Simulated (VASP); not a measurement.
# SnO (Pmn2_1) in VASP: a series of runs

SnO is run at these levels: PBEsol+D3(BJ); tasks: single point.

All numbers are computed with VASP 6.6.1; they aren't measurements. Logs are shortened: lines on timing, memory, paths and dates and some standing lists are left out, and cuts for length are marked.

## (1) The cell of the first run

The structure is orthorhombic, space group Pmn2_1 (No. 31). The conventional cell has a = 3.288 Å, b = 5.561 Å, c = 4.222 Å, α = 90.00°, β = 90.00°, γ = 90.00°. Sn (site symmetry m) has 3 O at 2.12 to 2.13 Å within 2.8 Å. Within 2.8 Å of O (site symmetry m) lie 3 Sn at 2.12 to 2.13 Å.

## (2) Single point, PBEsol+D3(BJ) (strain -0.0200 x Voigt [1, 1, 0, 0, 0, 0])

File INCAR:

```
SYSTEM = SnO
ALGO = Normal
EDIFF = 1E-6
ENCUT = 520
GGA = PS
ISIF = 2
ISMEAR = 0
IVDW = 12
LASPH = .True.
LCHARG = .False.
LREAL = .False.
LWAVE = .False.
NBANDS = 28
NELM = 80
PREC = Accurate
SIGMA = 0.05
```

File KPOINTS:

```
k-points
0
Gamma
  8 6 6
  0 0 0
```

File POSCAR:

```
SnO
1.0
    3.2879049000      0.0000000000      0.0000000000
    0.0000000000      5.5606219200      0.0000000000
    0.0000000000      0.0000000000      4.2219700000
Sn O
2 2
Direct
    0.0000000000      0.2319090000      0.5131440000
    0.5000000000      0.7680910000      0.0131440000
    0.0000000000      0.8912500000      0.7368570000
    0.5000000000      0.1087500000      0.2368570000
```

Potentials or basis: VASP PAW PBE potentials, release 64 (Sn_d, O).

Run with:

```console
$ cat potpaw_PBE.64/Sn_d/POTCAR potpaw_PBE.64/O/POTCAR > POTCAR
$ mpirun -np 1 vasp_std > vasp.out
```

OUTCAR:

```text
SYSTEM = SnO
   EDIFF = 1E-6
   ENCUT = 520
   GGA = PS
   ISIF = 2
   ISMEAR = 0
   IVDW = 12
   LASPH = .True.
   LREAL = .False.
   NELM = 80
   PREC = Accurate
 IVDW          = 12

 ion  position               nearest neighbor table
   1  0.000  0.232  0.513-   3 2.12   4 2.13   4 2.13   2 3.72   2 3.72   2 3.72   2 3.72
   2  0.500  0.768  0.013-   4 2.12   3 2.13   3 2.13   1 3.72   1 3.72   1 3.72   1 3.72
   3  0.000  0.891  0.737-   1 2.12   2 2.13   2 2.13
   4  0.500  0.109  0.237-   2 2.12   1 2.13   1 2.13

  LATTYP: Found a simple orthorhombic cell.
 ALAT       =     3.2879049000
 B/A-ratio  =     1.2840912765
 C/A-ratio  =     1.6912356315

  Lattice vectors:

 A1 = (  -3.2879049000,   0.0000000000,   0.0000000000)
 A2 = (   0.0000000000,   0.0000000000,   4.2219700000)
 A3 = (   0.0000000000,   5.5606219200,   0.0000000000)

Analysis of symmetry for initial positions (statically):
=====================================================================
 Subroutine PRICEL returns:
 Original cell was already a primitive cell.

 Routine SETGRP: Setting up the symmetry group for a
 simple orthorhombic supercell.

 Subroutine GETGRP returns: Found  4 space group operations
 (whereof  2 operations were pure point group operations)
 out of a pool of  8 trial point group operations.

The static configuration has the point symmetry C_1h.
 The point group associated with its full space group is C_2v.

Analysis of symmetry for dynamics (positions and initial velocities):
=====================================================================
 Subroutine PRICEL returns:
 Original cell was already a primitive cell.

 Routine SETGRP: Setting up the symmetry group for a
 simple orthorhombic supercell.

 Subroutine GETGRP returns: Found  4 space group operations
 (whereof  2 operations were pure point group operations)
 out of a pool of  8 trial point group operations.

The dynamic configuration has the point symmetry C_1h.
 The point group associated with its full space group is C_2v.

 Subroutine INISYM returns: Found  4 space group operations
 (whereof  2 operations are pure point group operations),
 and found     1 'primitive' translations

----------------------------------------------------------------------------------------

                                     Primitive cell

  volume of cell :      77.1894

  direct lattice vectors                    reciprocal lattice vectors
     3.287904900  0.000000000  0.000000000     0.304145050  0.000000000  0.000000000
     0.000000000  5.560621920  0.000000000     0.000000000  0.179835999  0.000000000
     0.000000000  0.000000000  4.221970000     0.000000000  0.000000000  0.236856254

  length of vectors
     3.287904900  5.560621920  4.221970000     0.304145050  0.179835999  0.236856254

  position of ions in fractional coordinates (direct lattice)
     0.000000000  0.231909000  0.513144000
     0.500000000  0.768091000  0.013144000
     0.000000000  0.891250000  0.736857000
     0.500000000  0.108750000  0.236857000

  ion indices of the primitive-cell ions
   primitive index   ion index
                 1           1
                 2           2
                 3           3
                 4           4

----------------------------------------------------------------------------------------

 KPOINTS: k-points

Automatic generation of k-mesh.
 Grid dimensions read from file:
 generate k-points for:    8    6    6

 Generating k-lattice:

  Cartesian coordinates                     Fractional coordinates (reciprocal lattice)
     0.038018131  0.000000000  0.000000000     0.125000000  0.000000000  0.000000000
     0.000000000  0.029972667  0.000000000     0.000000000  0.166666667  0.000000000
     0.000000000  0.000000000  0.039476042     0.000000000  0.000000000  0.166666667

  Length of vectors
     0.038018131  0.029972667  0.039476042

  Shift w.r.t. Gamma in fractional coordinates (k-lattice)
     0.000000000  0.000000000  0.000000000

 Subroutine IBZKPT returns following result:
 ===========================================

 Found     80 irreducible k-points:

 Following reciprocal coordinates:
            Coordinates               Weight
  0.000000  0.000000  0.000000      1.000000
  0.125000  0.000000  0.000000      2.000000
  0.250000  0.000000  0.000000      2.000000
  0.375000  0.000000  0.000000      2.000000
  0.500000  0.000000  0.000000      1.000000
  0.000000  0.166667  0.000000      2.000000
[... 16 lines left out ...]
  0.250000  0.000000  0.166667      4.000000
  0.375000  0.000000  0.166667      4.000000
 [... further k-points ...]
   k-points           NKPTS =     80   k-points in BZ     NKDIM =     80   number of bands    NBANDS=     28
   number of dos      NEDOS =    301   number of ions     NIONS =      4
   total plane-waves  NPLWV =  32256
   dimension x,y,z NGX =    24 NGY =   42 NGZ =   32
   dimension x,y,z NGXF=    48 NGYF=   84 NGZF=   64
   ions per type =               2   2
   NGX,Y,Z   is equivalent  to a cutoff of  12.14, 12.56, 12.60 a.u.
   NGXF,Y,Z  is equivalent  to a cutoff of  24.27, 25.11, 25.20 a.u.
 SYSTEM =  SnO
   PREC   = accura    normal or accurate (medium, high low for compatibility)
   ISTART =      0    job   : 0-new  1-cont  2-samecut
   ICHARG =      2    charge: 1-file 2-atom 10-const
   ISPIN  =      1    spin polarized calculation?
   LNONCOLLINEAR =      F non collinear calculations
   LSORBIT =      F    spin-orbit coupling
   LASPH  =      T    aspherical Exc in radial PAW
   ENCUT  =  520.0 eV  38.22 Ry    6.18 a.u.   6.11 10.34  7.85*2*pi/ulx,y,z
   NELM   =     80;   NELMIN=  2; NELMDL= -5     # of ELM steps
   EDIFF  = 0.1E-05   stopping-criterion for ELM
   LREAL  =      F    real-space projection
   EDIFFG = 0.1E-04   stopping-criterion for IOM
   NSW    =      0    number of steps for IOM
   IBRION =     -1    ionic relax: 0-MD 1-quasi-New 2-CG
   NFREE  =      0    steps in history (QN), initial steepest desc. (CG)
   ISIF   =      2    stress and relaxation
   ISYM   =      2    0-nonsym 1-usesym 2-fastsym
   POTIM  = 0.5000    time-step for ionic-motion
   TEBEG  =    0.0;   TEEND  =   0.0 temperature during run
   PSTRESS=    0.0 pullay stress
   NELECT =      40.0000    total number of electrons
   NUPDOWN=      -1.0000    fix difference up-down
   EMIN   =  10.00;   EMAX   =-10.00  energy-range for DOS
   EFERMI =   0.00;   METHOD = LEGACY
   ISMEAR =     0;   SIGMA  =   0.05  broadening in eV -4-tet -1-fermi 0-gaus
   EFERMI_NEDOS =   21; number of points for ismear=-14 and -15
   IALGO  =     38    algorithm
   IMIX   =      4    mixing-type and parameters
     AMIX     =   0.40;   BMIX     =  1.00
     AMIX_MAG =   1.60;   BMIX_MAG =  1.00
  volume/ion in A,a.u.               =      19.30       130.22
  Fermi-wavevector in a.u.,A,eV,Ry     =   1.314949  2.484893 23.525710  1.729091
  Thomas-Fermi vector in A             =   2.445166
   LORBIT       =      0    0 simple, 1 ext, 2 COOP (PROOUT), +10 PAW based schemes
   GGA     = PS    functional components
   LHFCALC =     F    Hartree Fock is set to
   AEXX    =    0.0000 exact exchange contribution
   IVDW    =    12    specifies the selected vdW correction
   LEPSILON=     F    determine dielectric tensor
   LRPA    =     F    only Hartree local field effects (RPA)
 non-spin polarized calculation
 Gauss-broadening in eV      SIGMA  =   0.05
  energy-cutoff  :      520.00
  volume of cell :       77.19
 maximum number of plane-waves:      2100
   NGX = 13   NGY = 21   NGZ = 15

 number of electron      39.9999986 magnetization

 Free energy of the ion-electron system (eV)
  ---------------------------------------------------
  ext. energy  EPLUGINS =         0.00000000
  ---------------------------------------------------
  free energy    TOTEN  =       -23.81627568 eV

  energy without entropy =      -23.81627568  energy(sigma->0) =      -23.81627568

 E-fermi :   5.4351     XC(G=0):  -9.9556

 val. band max:        5.1615315166   @ k =   0.1250   0.0000   0.0000
 cond. band min:       6.4277931776   @ k =   0.3750   0.5000   0.0000
 fundamental gap:      1.2662616610
 Fermi energy:         5.4350800471

 k-point     1 :       0.0000    0.0000    0.0000
  band No.  band energies     occupation
      1     -16.1171      2.00000
      2     -15.7036      2.00000
      3     -15.5965      2.00000
      4     -15.5637      2.00000
      5     -15.5318      2.00000
      6     -15.4998      2.00000
[... 20 lines left out ...]
     27      13.9084      0.00000
     28      14.4477      0.00000

 k-point     2 :       0.1250    0.0000    0.0000
  band No.  band energies     occupation
      1     -16.1096      2.00000
      2     -15.6946      2.00000
      3     -15.6177      2.00000
      4     -15.5829      2.00000
      5     -15.5432      2.00000
      6     -15.4978      2.00000
[... 20 lines left out ...]
     27      13.9886      0.00000
     28      14.5635      0.00000

 k-point     3 :       0.2500    0.0000    0.0000
  band No.  band energies     occupation
      1     -16.1014      2.00000
      2     -15.8252      2.00000
      3     -15.5833      2.00000
      4     -15.5618      2.00000
      5     -15.5455      2.00000
      6     -15.5020      2.00000
[... 20 lines left out ...]
     27      13.5350      0.00000
     28      14.7360      0.00000

 k-point     4 :       0.3750    0.0000    0.0000
  band No.  band energies     occupation
      1     -16.0980      2.00000
      2     -15.9756      2.00000
      3     -15.5608      2.00000
      4     -15.5452      2.00000
      5     -15.5211      2.00000
      6     -15.5061      2.00000
[... 20 lines left out ...]
     27      13.4116      0.00000
     28      14.9494      0.00000

 k-point     5 :       0.5000    0.0000    0.0000
  band No.  band energies     occupation
      1     -16.0669      2.00000
      2     -16.0669      2.00000
      3     -15.5522      2.00000
      4     -15.5522      2.00000
      5     -15.5164      2.00000
      6     -15.5164      2.00000
[... 20 lines left out ...]
     27      14.4570      0.00000
     28      14.4570      0.00000

 k-point     6 :       0.0000    0.1667    0.0000
  band No.  band energies     occupation
      1     -16.1147      2.00000
      2     -15.7050      2.00000
      3     -15.5945      2.00000
      4     -15.5628      2.00000
      5     -15.5326      2.00000
      6     -15.5022      2.00000
[... 463 lines left out ...]
      5     -15.5360      2.00000
      6     -15.5190      2.00000
[... 20 lines left out ...]
     27      14.4811      0.00000
     28      15.1207      0.00000

 k-point    22 :       0.1250    0.0000    0.1667
  band No.  band energies     occupation
      1     -16.0926      2.00000
      2     -15.7452      2.00000
      3     -15.6049      2.00000
      4     -15.5791      2.00000
      5     -15.5465      2.00000
      6     -15.5101      2.00000
[... 20 lines left out ...]
     27      14.5679      0.00000
     28      15.4654      0.00000

 k-point    23 :       0.2500    0.0000    0.1667
  band No.  band energies     occupation
      1     -16.0913      2.00000
      2     -15.8570      2.00000
      3     -15.5823      2.00000
      4     -15.5660      2.00000
      5     -15.5409      2.00000
      6     -15.5093      2.00000
[... 20 lines left out ...]
     27      14.1926      0.00000
     28      15.5036      0.00000

 k-point    24 :       0.3750    0.0000    0.1667
  band No.  band energies     occupation
      1     -16.0974      2.00000
      2     -15.9931      2.00000
      3     -15.5673      2.00000
      4     -15.5565      2.00000
      5     -15.5134      2.00000
      6     -15.4981      2.00000
[... 20 lines left out ...]
     27      14.1668      0.00000
     28      15.2107      0.00000

 [... further k-points ...]

------------------------ aborting loop because EDIFF is reached ----------------------------------------

 Edisp (eV)   -0.78089

 E8    (eV) :    -0.5165

  FORCE on cell =-STRESS in cart. coord.  units (eV):
  Direction    XX          YY          ZZ          XY          YZ          ZX
  --------------------------------------------------------------------------------------
  -------------------------------------------------------------------------------------
  Total      -0.56714    -0.26820    -0.77920     0.00000     0.00000     0.00000
  in kB     -11.77175    -5.56679   -16.17341     0.00000     0.00000     0.00000
  external pressure =      -11.17 kB  Pullay stress =        0.00 kB

 VOLUME and BASIS-vectors are now :
 -----------------------------------------------------------------------------
  energy-cutoff  :      520.00
  volume of cell :       77.19
      direct lattice vectors                 reciprocal lattice vectors
     3.287904900  0.000000000  0.000000000     0.304145050  0.000000000  0.000000000
     0.000000000  5.560621920  0.000000000     0.000000000  0.179835999  0.000000000
     0.000000000  0.000000000  4.221970000     0.000000000  0.000000000  0.236856254

 POSITION                                       TOTAL-FORCE (eV/Angst)
 -----------------------------------------------------------------------------------
      0.00000      1.28956      2.16648         0.000000      0.283317      0.047300
      1.64395      4.27106      0.05549         0.000000     -0.283317      0.047300
      0.00000      4.95590      3.11099         0.000000      0.067522     -0.047300
      1.64395      0.60472      1.00000         0.000000     -0.067522     -0.047300
 -----------------------------------------------------------------------------------
    total drift:                                0.000000      0.000000     -0.000707

  FREE ENERGIE OF THE ION-ELECTRON SYSTEM (eV)
  ---------------------------------------------------
  free  energy   TOTEN  =       -24.5971669848 eV

  energy  without entropy=      -24.5971669848  energy(sigma->0) =      -24.59716698
```

Run time: 48 s. Hardware: 1 thread of Intel Xeon 6975P-C (Granite Rapids), shared host; peak memory 0.28 GiB.

What came out:

| Quantity | Value |
| --- | --- |
| Free energy | -24.5972 eV |
| Pressure | -1.1 GPa |
| Largest force | 0.287 eV/Å |
| Band gap on the k mesh | 1.27 eV (least direct gap 1.83 eV) |
| Dispersion energy per atom | -0.195 eV |

Forces on the atoms (eV/Å):
```
Sn   0.000  0.283  0.047
Sn   0.000 -0.283  0.047
O    0.000  0.068 -0.047
O    0.000 -0.068 -0.047
```

Caveat: the cell differs from its parent crystal (strain -0.0200 x Voigt [1, 1, 0, 0, 0, 0]); the PAW data sets were made with another functional, which shifts forces and pressure a little; spin-orbit coupling is left out, which moves the levels of the heavy elements. A k mesh can miss the band edges.

(Continued in part 2 of 3.)
